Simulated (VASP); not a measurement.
Input of a VASP 6.6.1 run:

File INCAR:

```
SYSTEM = CsH
PREC     = Accurate       ! precision mode
ENCUT    = 520            ! plane-wave cutoff, eV
EDIFF    = 1E-7           ! SCF threshold, eV
ISMEAR   = 0              ! smearing method
SIGMA    = 0.05           ! smearing width, eV
LREAL    = .FALSE.        ! projectors in reciprocal space
LASPH    = .TRUE.         ! aspherical terms in the spheres
NELM     = 80             ! most SCF steps
ALGO     = Normal         ! electronic algorithm
ISIF     = 2              ! what is computed and relaxed
LWAVE    = .FALSE.        ! write WAVECAR
LCHARG   = .FALSE.        ! write CHGCAR
NBANDS   = 12             ! bands
```

File KPOINTS:

```
regular mesh
0
G
  8 8 8
  0 0 0
```

File POSCAR:

```
CsH
1.0
    3.9235940668     -0.6036298564     -0.6036298564
   -0.6036298564      3.9235940668     -0.6036298564
   -0.6036298564     -0.6036298564      3.9235940668
Cs H
1 1
Direct
    0.0000000000      0.0000000000      0.0000000000
    0.5000000000      0.5000000000      0.5000000000
```

Potentials or basis: VASP PAW LDA potentials, release 64 (Cs_sv, H).

Run with:

```console
$ cat potpaw_LDA.64/Cs_sv/POTCAR potpaw_LDA.64/H/POTCAR > POTCAR
$ mpirun -np 1 vasp_std > vasp.out
```

Task: What does it give for the band gap on the k mesh?

Result: 0.40 eV, indirect (least direct gap 0.43 eV).

Task: What does it give for the pressure?

Result: 6.3 GPa.

Stress tensor (GPa, compression positive):
```
6.30 8.42 8.42
8.42 6.30 8.42
8.42 8.42 6.30
```

Caveat: spin-orbit coupling is left out, which moves the levels of the heavy elements. A k mesh can miss the band edges.
